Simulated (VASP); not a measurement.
Wanted: the native input for a VASP 6.6.1 run.

- Task: relaxation of cell and atoms
- Functional: PBE
- Potentials or basis: VASP PAW PBE potentials, release 64 (Si, P)
- Cutoff: 600 eV
- k mesh: 6 × 6 × 4
- Occupations: gaussian, width 0.1 eV
- Spin: no spin polarisation
- Dipole correction: no
- Further INCAR settings: ALGO = Normal; EDIFF = 1e-07; IBRION = 2; EDIFFG = -0.04; NSW = 90; ISIF = 3

The structure of Si2P lies in POSCAR:

```
Si2P
1.0
    3.7255019600      0.0000000000      0.0000000000
    0.0000000000      3.7255019600      0.0000000000
    0.0000000000      0.0000000000      6.1352144600
Si P
4 2
Direct
    0.0000000000      0.0000000000      0.0000000000
    0.5000000000      0.5000000000      0.0000000000
    0.0000000000      0.5000000000      0.3300000100
    0.5000000000      0.0000000000      0.6699999900
    0.0000000000      0.5000000000      0.7350000100
    0.5000000000      0.0000000000      0.2649999900
```

The cell was generated, and may not be a known phase.

The input as run:

INCAR

```
PREC = Accurate
ENCUT = 600
EDIFF = 1E-7
ISMEAR = 0
SIGMA = 0.1
LREAL = False
LASPH = True
NELM = 100
ALGO = Normal
ISIF = 3
LWAVE = False
LCHARG = False
GGA = PE
IBRION = 2
NSW = 90
EDIFFG = -0.04
```

KPOINTS

```
Automatic mesh
0
Gamma
  6 6 4
```

Potentials or basis: VASP PAW PBE potentials, release 64 (Si, P).

Launch:

```bash
$ cat potpaw_PBE.64/Si/POTCAR potpaw_PBE.64/P/POTCAR > POTCAR
$ mpirun -np 1 vasp_std > vasp.out
```

Results of the run:

The relaxed volume is 16.66 Å³/atom. The relaxed cell is a = 3.450 Å, b = 3.450 Å, c = 8.397 Å, α = 90.00°, β = 90.00°, γ = 90.00°. The space group after relaxing (to 0.1 Å) is P4/nmm (No. 129) and the energy gained by relaxing is 314.4 meV/atom. The ionic steps are 32 and the pressure after relaxing is 0.1 GPa. The largest force after relaxing is 0.034 eV/Å. The band gap on the k mesh is zero (bands 13 and 14 overlap by 4.02 eV).

Caveat: the volume moved by over 15 % at a fixed basis, so the end points are rough.

Wall time 17 min on 1 thread of Intel(R) Xeon(R) Platinum 8375C CPU @ 2.90GHz (Ice Lake), with other jobs on the host, peak memory 0.22 GiB.
